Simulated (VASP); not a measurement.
# BaAl2B4 (Cmmm) in VASP: a series of runs, part 2 of 2

VASP 6.6.1. The steps go on from the part before.

### 3 Single point, PBE

This run uses another cell than the first one, of 15.03 Å³/atom.

INCAR reads:

```
SYSTEM = BaAl2B4
PREC     = Accurate       ! precision mode
ENCUT    = 520            ! plane-wave cutoff, eV
EDIFF    = 1E-7           ! SCF threshold, eV
ISMEAR   = 0              ! smearing method
SIGMA    = 0.1            ! smearing width, eV
LREAL    = .FALSE.        ! projectors in reciprocal space
LASPH    = .TRUE.         ! aspherical terms in the spheres
NELM     = 80             ! most SCF steps
ALGO     = Normal         ! electronic algorithm
ISIF     = 2              ! what is computed and relaxed
LWAVE    = .FALSE.        ! write WAVECAR
LCHARG   = .FALSE.        ! write CHGCAR
GGA      = PE             ! functional
NBANDS   = 23             ! bands
```

KPOINTS reads:

```
Automatic mesh
0
G
  10 10 12
  0 0 0
```

POSCAR reads:

```
BaAl2B4
1.0
    2.3098038094     -7.2894208974      0.0000000000
    2.3098038094      7.2894208974      0.0000000000
    0.0000000000      0.0000000000      3.1250063306
Ba Al B
1 2 4
Direct
    0.0000000000      0.0000000000      0.0000000000
    0.6697411984      0.3302588016      0.5000000000
    0.3302588016      0.6697411984      0.5000000000
    0.8251536857      0.1748463143      0.5000000000
    0.1748463143      0.8251536857      0.5000000000
    0.7899224245      0.2100775755      0.0000000000
    0.2100775755      0.7899224245      0.0000000000
```

Potentials or basis: VASP PAW PBE potentials, release 64 (Ba_sv, Al, B).

Command:

```sh
cat potpaw_PBE.64/Ba_sv/POTCAR potpaw_PBE.64/Al/POTCAR potpaw_PBE.64/B/POTCAR > POTCAR
mpirun -np 1 vasp_std > vasp.out
```

OUTCAR:

```text
SYSTEM = BaAl2B4
   PREC = Accurate
   ENCUT = 520
   EDIFF = 1E-7
   ISMEAR = 0
   LREAL = .FALSE.
   LASPH = .TRUE.
   NELM = 80
   ISIF = 2
   GGA = PE

 ion  position               nearest neighbor table
   1  0.000  0.000  0.000-   4 2.99   5 2.99   4 2.99   5 2.99   6 3.06   7 3.06   3 3.73   3 3.73
                             2 3.73   2 3.73   2 3.73   2 3.73   3 3.73   3 3.73
   2  0.670  0.330  0.500-   4 2.27   5 2.31   5 2.31   6 2.35   6 2.35   3 3.29   3 3.29   1 3.73
                             1 3.73   1 3.73   1 3.73
   3  0.330  0.670  0.500-   5 2.27   4 2.31   4 2.31   7 2.35   7 2.35   2 3.29   2 3.29   1 3.73
                             1 3.73   1 3.73   1 3.73
   4  0.825  0.175  0.500-   6 1.64   6 1.64   2 2.27   3 2.31   3 2.31   1 2.99   1 2.99
   5  0.175  0.825  0.500-   7 1.64   7 1.64   3 2.27   2 2.31   2 2.31   1 2.99   1 2.99
   6  0.790  0.210  0.000-   4 1.64   4 1.64   2 2.35   2 2.35   1 3.06
   7  0.210  0.790  0.000-   5 1.64   5 1.64   3 2.35   3 2.35   1 3.06

  LATTYP: Found a base centered orthorhombic cell.
 ALAT       =     4.6196076188
 B/A-ratio  =     3.1558614925
 C/A-ratio  =     0.6764657496

  Lattice vectors:

 A1 = (   2.3098038094,  -7.2894208974,   0.0000000000)
 A2 = (   2.3098038094,   7.2894208974,   0.0000000000)
 A3 = (   0.0000000000,   0.0000000000,   3.1250063306)

Analysis of symmetry for initial positions (statically):
=====================================================================
 Subroutine PRICEL returns:
 Original cell was already a primitive cell.

 Routine SETGRP: Setting up the symmetry group for a
 base centered orthorhombic supercell.

 Subroutine GETGRP returns: Found  8 space group operations
 (whereof  8 operations were pure point group operations)
 out of a pool of  8 trial point group operations.

The static configuration has the point symmetry D_2h.

Analysis of symmetry for dynamics (positions and initial velocities):
=====================================================================
 Subroutine PRICEL returns:
 Original cell was already a primitive cell.

[... 143 lines left out ...]
   LHFCALC =     F    Hartree Fock is set to
   AEXX    =    0.0000 exact exchange contribution
   IVDW    =     0    specifies the selected vdW correction
   LEPSILON=     F    determine dielectric tensor
   LRPA    =     F    only Hartree local field effects (RPA)
 non-spin polarized calculation
 Gauss-broadening in eV      SIGMA  =   0.10
  energy-cutoff  :      520.00
  volume of cell :      105.23
 maximum number of plane-waves:      2857
 NGX is ok and might be reduce to    60
   NGX = 29   NGY = 29   NGZ = 11

 number of electron      28.0000000 magnetization

 Free energy of the ion-electron system (eV)
  ---------------------------------------------------
  ext. energy  EPLUGINS =         0.00000000
  ---------------------------------------------------
  free energy    TOTEN  =       -34.86452702 eV

  energy without entropy =      -34.85240104  energy(sigma->0) =      -34.85846403

 E-fermi :   5.3884     XC(G=0): -10.0375

 val. band max:        5.3853977367   @ k =   0.3000   0.2000   0.1667
 cond. band min:       5.3889734417   @ k =   0.4000   0.1000   0.1667
 fundamental gap:      0.0035757049
 Fermi energy:         5.3883809812

 k-point     1 :       0.0000    0.0000    0.0000
  band No.  band energies     occupation
      1     -23.1476      2.00000
      2      -8.6710      2.00000
      3      -8.2213      2.00000
      4      -7.5307      2.00000
      5      -6.5318      2.00000
      6      -3.6192      2.00000
[... 613 lines left out ...]
     22      11.2042      0.00000
     23      11.5784      0.00000

 [... further k-points ...]

------------------------ aborting loop because EDIFF is reached ----------------------------------------

  FORCE on cell =-STRESS in cart. coord.  units (eV):
  Direction    XX          YY          ZZ          XY          YZ          ZX
  --------------------------------------------------------------------------------------
  -------------------------------------------------------------------------------------
  Total        0.0509520      0.7150205      0.8295358     -0.0000000      0.0000000      0.0000000
  in kB        0.7757520     10.8862944     12.6298072     -0.0000000      0.0000000      0.0000000
  external PRESSURE =       8.0972845 kB  Pullay stress =       0.0000000 kB

 VOLUME and BASIS-vectors are now :
 -----------------------------------------------------------------------------
  energy-cutoff  :      520.00
  volume of cell :      105.23
      direct lattice vectors                 reciprocal lattice vectors
     2.309803809 -7.289420897  0.000000000     0.216468601 -0.068592554  0.000000000
     2.309803809  7.289420897  0.000000000     0.216468601  0.068592554  0.000000000
     0.000000000  0.000000000  3.125006331     0.000000000  0.000000000  0.319999352

 POSITION                                       TOTAL-FORCE (eV/Angst)
 -----------------------------------------------------------------------------------
      0.00000      0.00000      0.00000         0.000000     -0.000000     -0.000000
      2.30980     -2.47463      1.56250         0.000000     -0.025928     -0.000000
      2.30980      2.47463      1.56250         0.000000      0.025928     -0.000000
      2.30980     -4.74036      1.56250         0.000000      0.081420     -0.000000
      2.30980      4.74036      1.56250         0.000000     -0.081420     -0.000000
      2.30980     -4.22673      0.00000         0.000000      0.022716     -0.000000
      2.30980      4.22673      0.00000         0.000000     -0.022716      0.000000
 -----------------------------------------------------------------------------------
    total drift:                               -0.000000     -0.000000      0.000000

  FREE ENERGIE OF THE ION-ELECTRON SYSTEM (eV)
  ---------------------------------------------------
  free  energy   TOTEN  =       -34.8645270234 eV

  energy  without entropy=      -34.8524010417  energy(sigma->0) =      -34.85846403
```

OSZICAR:

```text
N       E                     dE             d eps       ncg     rms          rms(c)
DAV:   1     0.948114175854E+02    0.94811E+02   -0.11969E+04  9982   0.106E+03
DAV:   2    -0.321467913768E+02   -0.12696E+03   -0.12036E+03 13012   0.185E+02
DAV:   3    -0.394249223937E+02   -0.72781E+01   -0.72023E+01 14248   0.425E+01
DAV:   4    -0.395613829559E+02   -0.13646E+00   -0.13629E+00 13725   0.558E+00
DAV:   5    -0.395644817764E+02   -0.30988E-02   -0.30985E-02 14627   0.725E-01    0.100E+01
DAV:   6    -0.349575937373E+02    0.46069E+01   -0.14866E+01 12141   0.143E+01    0.571E+00
DAV:   7    -0.348812968171E+02    0.76297E-01   -0.18894E+00 12394   0.552E+00    0.225E+00
DAV:   8    -0.348667279590E+02    0.14569E-01   -0.60955E-02 13165   0.125E+00    0.995E-01
DAV:   9    -0.348645544187E+02    0.21735E-02   -0.67684E-03 12581   0.569E-01    0.125E-01
DAV:  10    -0.348645052142E+02    0.49204E-04   -0.89146E-04 12968   0.150E-01    0.593E-02
DAV:  11    -0.348645182876E+02   -0.13073E-04   -0.77694E-05 12960   0.485E-02    0.293E-02
DAV:  12    -0.348645261699E+02   -0.78823E-05   -0.25310E-05 13179   0.284E-02    0.556E-03
DAV:  13    -0.348645270836E+02   -0.91368E-06   -0.34803E-06 15220   0.897E-03    0.253E-03
DAV:  14    -0.348645270234E+02    0.60176E-07   -0.36078E-07 12659   0.375E-03
   1 F= -.34864527E+02 E0= -.34858464E+02  d E =-.121260E-01
```

It took 8.2 min on 1 thread of AMD EPYC 9R45 (Zen 5), shared host; peak memory 0.62 GiB.

What came out:

| Item | Value |
| --- | --- |
| Free energy | -34.8645 eV |
| Pressure | 0.8 GPa |
| Largest force | 0.081 eV/Å |
| Band gap on the k mesh | zero (bands 14 and 15 overlap by 2.49 eV) |

Forces in eV/Å, atoms in the order of the input:
```
Ba   0.000  0.000  0.000
Al   0.000 -0.026  0.000
Al   0.000  0.026  0.000
B    0.000  0.081  0.000
B    0.000 -0.081  0.000
B    0.000  0.023  0.000
B    0.000 -0.023  0.000
```

Stress tensor (GPa, compression positive):
```
0.08 0.00 0.00
0.00 1.09 0.00
0.00 0.00 1.26
```

Caveat: spin-orbit coupling is left out, which moves the levels of the heavy elements.
